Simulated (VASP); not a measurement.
Input of a VASP 6.6.1 run:

The input INCAR:

```
SYSTEM = Na4CdIr
  PREC = Accurate
  ENCUT = 520
  EDIFF = 1E-6
  ISMEAR = 0
  SIGMA = 0.1
  LREAL = .FALSE.
  LASPH = .TRUE.
  NELM = 80
  ALGO = Normal
  ISIF = 2
  LWAVE = .FALSE.
  LCHARG = .TRUE.
  GGA = PE
  LELF = .TRUE.
  LVHAR = .TRUE.
  NBANDS = 34
```

Contents of KPOINTS:

```
Automatic mesh
0
G
  4 4 4
  0 0 0
```

Contents of POSCAR:

```
Na4CdIr
1.0
    0.0000000000      3.9889547210      3.9889547210
    3.9889547210      0.0000000000      3.9889547210
    3.9889547210      3.9889547210      0.0000000000
Na Cd Ir
4 1 1
Direct
    0.3733937431      0.8798187706      0.3733937431
    0.3733937431      0.3733937431      0.8798187706
    0.3733937431      0.3733937431      0.3733937431
    0.8798187706      0.3733937431      0.3733937431
    0.7500000000      0.7500000000      0.7500000000
    0.0000000000      0.0000000000      0.0000000000
```

Potentials or basis: VASP PAW PBE potentials, release 64 (Na_pv, Cd, Ir).

Command:

```sh
$ cat potpaw_PBE.64/Na_pv/POTCAR potpaw_PBE.64/Cd/POTCAR potpaw_PBE.64/Ir/POTCAR > POTCAR
$ mpirun -np 1 vasp_std > vasp.out
```

(1) What does it give for the band gap on the k mesh?

(2) Predict the pressure.

(3) Estimate the largest force.

Answers

(1) zero (an odd number of electrons rules out a gap without spin polarisation).

(2) 0.3 GPa.

(3) 0.006 eV/Å.

Caveat: spin-orbit coupling is left out, which moves the levels of the heavy elements.
